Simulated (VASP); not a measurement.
# Ga2Te2S (I4/mmm) in VASP: notebook, part 2 of 2

VASP 6.6.1.

## 3. Single point, PBE

This run uses another cell than the first one, of 24.83 Å³/atom.

INCAR

```
PREC = Accurate
ENCUT = 520
EDIFF = 1E-6
ISMEAR = 0
SIGMA = 0.1
LREAL = False
LASPH = True
NELM = 100
ALGO = Normal
ISIF = 2
LWAVE = False
LCHARG = False
GGA = PE
NBANDS = 30
```

KPOINTS

```
Automatic mesh
0
Gamma
  6 6 6
```

POSCAR

```
Ga2Te2S
1.0
   -2.3120119700      2.3120119700      5.8068941500
    2.3120119700     -2.3120119700      5.8068941500
    2.3120119700      2.3120119700     -5.8068941500
Ga Te S
2 2 1
Direct
    0.6088405800      0.6088405800      0.0000000000
    0.3911594200      0.3911594200      0.0000000000
    0.7500000000      0.2500000000      0.5000000000
    0.2500000000      0.7500000000      0.5000000000
    0.0000000000      0.0000000000      0.0000000000
```

Potentials or basis: VASP PAW PBE potentials, release 64 (Ga_d, Te, S).

Run with:

```console
> cat potpaw_PBE.64/Ga_d/POTCAR potpaw_PBE.64/Te/POTCAR potpaw_PBE.64/S/POTCAR > POTCAR
> mpirun -np 1 vasp_std > vasp.out
```

OUTCAR:

```text
PREC = Accurate
   ENCUT = 520
   EDIFF = 1E-6
   ISMEAR = 0
   LREAL = False
   LASPH = True
   NELM = 100
   ISIF = 2
   GGA = PE

 ion  position               nearest neighbor table
   1  0.609  0.609  0.000-   2 2.53   3 2.83   4 2.83   3 2.83   4 2.83
   2  0.391  0.391  0.000-   1 2.53   3 2.83   4 2.83   4 2.83   3 2.83
   3  0.750  0.250  0.500-   2 2.83   1 2.83   2 2.83   1 2.83   4 3.27   4 3.27   4 3.27   4 3.27

   4  0.250  0.750  0.500-   2 2.83   1 2.83   2 2.83   1 2.83   3 3.27   3 3.27   3 3.27   3 3.27

   5  0.000  0.000  0.000-
[... 998 lines left out ...]
  -------------------------------------------------------------------------------------
  Total        3.2194643      3.2194643     -2.3594818      0.0000000     -0.0000000      0.0000000
  in kB       41.5441753     41.5441753    -30.4469053      0.0000000     -0.0000000      0.0000000
  external PRESSURE =      17.5471484 kB  Pullay stress =       0.0000000 kB

 VOLUME and BASIS-vectors are now :
 -----------------------------------------------------------------------------
  energy-cutoff  :      520.00
  volume of cell :      124.16
      direct lattice vectors                 reciprocal lattice vectors
    -2.312011970  2.312011970  5.806894150     0.000000000  0.216261856  0.086104549
     2.312011970 -2.312011970  5.806894150     0.216261856  0.000000000  0.086104549
     2.312011970  2.312011970 -5.806894150     0.216261856  0.216261856  0.000000000

 POSITION                                       TOTAL-FORCE (eV/Angst)
 -----------------------------------------------------------------------------------
      0.00000      0.00000      7.07095        -0.000000     -0.000000     -0.782465
      0.00000      0.00000      4.54284        -0.000000     -0.000000      0.782465
      0.00000      2.31201      2.90345         0.000000      0.000000     -0.000000
      2.31201      0.00000      2.90345         0.000000      0.000000     -0.000000
      0.00000      0.00000      0.00000         0.000000      0.000000     -0.000000
 -----------------------------------------------------------------------------------
    total drift:                               -0.000000      0.000000     -0.000000

  FREE ENERGIE OF THE ION-ELECTRON SYSTEM (eV)
  ---------------------------------------------------
  free  energy   TOTEN  =       -14.6115260135 eV

  energy  without entropy=      -14.5937618941  energy(sigma->0) =      -14.60264395
```

OSZICAR:

```text
N       E                     dE             d eps       ncg     rms          rms(c)
DAV:   1     0.331914213233E+03    0.33191E+03   -0.19712E+04  1878   0.189E+03
DAV:   2     0.271728408862E+02   -0.30474E+03   -0.29370E+03  1974   0.478E+02
DAV:   3    -0.138344764752E+02   -0.41007E+02   -0.39408E+02  2228   0.127E+02
DAV:   4    -0.158107487356E+02   -0.19763E+01   -0.19563E+01  2196   0.282E+01
DAV:   5    -0.158759812520E+02   -0.65233E-01   -0.65206E-01  2472   0.500E+00    0.107E+01
DAV:   6    -0.148561056804E+02    0.10199E+01   -0.99634E+00  2516   0.115E+01    0.832E+00
DAV:   7    -0.146362621089E+02    0.21984E+00   -0.26360E+00  2004   0.391E+00    0.556E+00
DAV:   8    -0.146255091170E+02    0.10753E-01   -0.53769E-01  2140   0.264E+00    0.105E+00
DAV:   9    -0.146115318353E+02    0.13977E-01   -0.89863E-02  2124   0.114E+00    0.758E-01
DAV:  10    -0.146118001484E+02   -0.26831E-03   -0.59068E-03  2472   0.416E-01    0.323E-01
DAV:  11    -0.146115180492E+02    0.28210E-03   -0.10147E-03  2220   0.143E-01    0.915E-02
DAV:  12    -0.146115317612E+02   -0.13712E-04   -0.91165E-05  2072   0.499E-02    0.534E-02
DAV:  13    -0.146115256956E+02    0.60656E-05   -0.33442E-05  1900   0.214E-02    0.114E-02
DAV:  14    -0.146115260135E+02   -0.31781E-06   -0.21938E-06  1694   0.765E-03
   1 F= -.14611526E+02 E0= -.14602644E+02  d E =-.177641E-01
```

stdout:

```text
POSCAR found type information on POSCAR GaTeS
 POSCAR found :  3 types and       5 ions
 scaLAPACK will be used
 LDA part: xc-table for (Slater+PW92), standard interpolation
 POSCAR, INCAR and KPOINTS ok, starting setup
 FFT: planning ... GRIDC
 FFT: planning ... GRID_SOFT
 FFT: planning ... GRID
 WAVECAR not read
 entering main loop
```

Run time: 6.4 min. Hardware: 1 thread of Intel Xeon 8259CL, shared host; peak memory 0.41 GiB.

What came out:

- Free energy: -14.6115 eV
- Pressure: 1.8 GPa
- Largest force: 0.782 eV/Å
- Band gap on the k mesh: zero (bands 22 and 23 overlap by 1.07 eV)

Forces on the atoms (eV/Å):
```
Ga   0.000  0.000 -0.782
Ga   0.000  0.000  0.782
Te   0.000  0.000  0.000
Te   0.000  0.000  0.000
S    0.000  0.000  0.000
```

Stress tensor (GPa, compression positive):
```
 4.15  0.00  0.00
 0.00  4.15  0.00
 0.00  0.00 -3.04
```

Levels at points of the mesh, in eV from the Fermi level:
```
           k point  band 19  band 20  band 21  band 22  band 23  band 24  band 25  band 26
(0.00, 0.00, 0.00)    -1.37    -1.37    -0.95     0.12     0.12     1.82     2.62     3.85
(0.50, 0.00, 0.00)    -2.41    -2.28    -0.54    -0.38     0.46     0.96     2.59     3.46
(0.50, 0.50, 0.00)    -1.81    -1.72     0.16     0.63     2.21     2.22     2.89     4.13
(0.50, 0.50, 0.50)    -0.69    -0.56    -0.56    -0.49     0.16     0.16     0.36     3.22
```

Caveat: the stress differs along the axes, from -3 to 4 GPa; spin-orbit coupling is left out, which moves the levels of the heavy elements.

## 4. Single point, PBE

This run uses another cell than the first one, of 24.47 Å³/atom.

INCAR

```
  PREC = Accurate
  ENCUT = 520
  EDIFF = 1E-6
  ISMEAR = 0
  SIGMA = 0.1
  LREAL = False
  LASPH = True
  NELM = 100
  ALGO = Normal
  ISIF = 2
  LWAVE = False
  LCHARG = False
  GGA = PE
  NBANDS = 30
```

KPOINTS

```
regular mesh
0
Gamma
  10 10 10
```

POSCAR

```
Ga2Te2S
1.0
   -2.8529659141      2.8529659141      3.7580189840
    2.8529659141     -2.8529659141      3.7580189840
    2.8529659141      2.8529659141     -3.7580189840
Ga Te S
2 2 1
Direct
    0.6770441020      0.6770441020      0.0000000000
    0.3229558980      0.3229558980      0.0000000000
    0.7500000000      0.2500000000      0.5000000000
    0.2500000000      0.7500000000      0.5000000000
    0.0000000000      0.0000000000      0.0000000000
```

Potentials or basis: VASP PAW PBE potentials, release 64 (Ga_d, Te, S).

Run with:

```console
> cat potpaw_PBE.64/Ga_d/POTCAR potpaw_PBE.64/Te/POTCAR potpaw_PBE.64/S/POTCAR > POTCAR
> mpirun -np 1 vasp_std > vasp.out
```

OUTCAR:

```text
PREC = Accurate
   ENCUT = 520
   EDIFF = 1E-6
   ISMEAR = 0
   LREAL = False
   LASPH = True
   NELM = 100
   ISIF = 2
   GGA = PE

 ion  position               nearest neighbor table
   1  0.677  0.677  0.000-   5 2.43   2 2.66   4 2.91   3 2.91   3 2.91   4 2.91
   2  0.323  0.323  0.000-   5 2.43   1 2.66   4 2.91   3 2.91   4 2.91   3 2.91
   3  0.750  0.250  0.500-   2 2.91   1 2.91   2 2.91   1 2.91
   4  0.250  0.750  0.500-   2 2.91   1 2.91   2 2.91   1 2.91
   5  0.000  0.000  0.000-   1 2.43   2 2.43

  LATTYP: Found a body centered tetragonal cell.
 ALAT       =     5.7059318282
 C/A-ratio  =     1.3172323460

  Lattice vectors:

 A1 = (  -2.8529659141,   2.8529659141,   3.7580189840)
 A2 = (   2.8529659141,  -2.8529659141,   3.7580189840)
 A3 = (   2.8529659141,   2.8529659141,  -3.7580189840)

Analysis of symmetry for initial positions (statically):
=====================================================================
 Subroutine PRICEL returns:
 Original cell was already a primitive cell.

 Routine SETGRP: Setting up the symmetry group for a
 body centered tetragonal supercell.

[... 169 lines left out ...]
  free energy    TOTEN  =       -15.88019162 eV

  energy without entropy =      -15.86096074  energy(sigma->0) =      -15.87057618

 E-fermi :   5.4286     XC(G=0):  -9.9181

 val. band max:        5.4270322332   @ k =   0.5000   0.5000   0.4000
 cond. band min:       5.4368162395   @ k =  -0.1000   0.3000   0.1000
 fundamental gap:      0.0097840062
 Fermi energy:         5.4286424222

 k-point     1 :       0.0000    0.0000    0.0000
  band No.  band energies     occupation
      1      -9.4663      2.00000
      2      -9.3013      2.00000
      3      -9.2657      2.00000
      4      -9.2657      2.00000
      5      -9.2506      2.00000
      6      -9.2372      2.00000
[... 781 lines left out ...]
     29      10.8449      0.00000
     30      12.3799      0.00000

 [... further k-points ...]
[... 5 lines left out ...]
  --------------------------------------------------------------------------------------
  -------------------------------------------------------------------------------------
  Total       -0.0238883     -0.0238883      0.0040138      0.0000000      0.0000000      0.0000000
  in kB       -0.3128124     -0.3128124      0.0525603      0.0000000      0.0000000      0.0000000
  external PRESSURE =      -0.1910215 kB  Pullay stress =       0.0000000 kB

 VOLUME and BASIS-vectors are now :
 -----------------------------------------------------------------------------
  energy-cutoff  :      520.00
  volume of cell :      122.35
      direct lattice vectors                 reciprocal lattice vectors
    -2.852965914  2.852965914  3.758018984     0.000000000  0.175256212  0.133048822
     2.852965914 -2.852965914  3.758018984     0.175256212  0.000000000  0.133048822
     2.852965914  2.852965914 -3.758018984     0.175256212  0.175256212  0.000000000

 POSITION                                       TOTAL-FORCE (eV/Angst)
 -----------------------------------------------------------------------------------
      0.00000      0.00000      5.08869         0.000000     -0.000000      0.000205
      0.00000      0.00000      2.42735        -0.000000      0.000000     -0.000205
      0.00000      2.85297      1.87901        -0.000000     -0.000000     -0.000000
      2.85297      0.00000      1.87901        -0.000000     -0.000000      0.000000
      0.00000      0.00000      0.00000        -0.000000     -0.000000      0.000000
 -----------------------------------------------------------------------------------
    total drift:                               -0.000000     -0.000000      0.000000

  FREE ENERGIE OF THE ION-ELECTRON SYSTEM (eV)
  ---------------------------------------------------
  free  energy   TOTEN  =       -15.8801916183 eV

  energy  without entropy=      -15.8609607445  energy(sigma->0) =      -15.87057618
```

Run time: 13 min. Hardware: 1 thread of Intel Xeon 8259CL, shared host; peak memory 0.49 GiB.

Results:

```
Free energy            : -15.8802 eV
Pressure               : 0.0 GPa
Band gap on the k mesh : zero (bands 22 and 23 overlap by 1.60 eV)
```

Caveat: spin-orbit coupling is left out, which moves the levels of the heavy elements.

## 5. Summary

| cell | k mesh | gap on the mesh (eV) | pressure (GPa) | largest force (eV/Å) |
| --- | --- | --- | --- | --- |
| a = 5.517 Å, angles 117.5, 117.5, 94.4°, 5 atoms, atomic positions A | 6 × 6 × 6 | none | -0.2 | 0.03 |
| a = 6.664 Å, angles 139.4, 139.4, 58.8°, 5 atoms, atomic positions B | 6 × 6 × 6 | none | 1.8 | 0.78 |
| a = 5.514 Å, angles 117.7, 117.7, 94.1°, 5 atoms, atomic positions C | 10 × 10 × 10 | none | 0.0 | - |

Alike in all rows: task single point; level PBE; potentials or basis VASP PAW PBE potentials, release 64 (Ga_d, Te, S); no spin polarisation; cutoff (eV) 520; smearing gaussian 0.1 eV.

Caveats: spin-orbit coupling is left out, which moves the levels of the heavy elements; the stress differs along the axes, from -3 to 4 GPa (at least some runs).

Absolute energies hang on the potentials; compare differences alone.
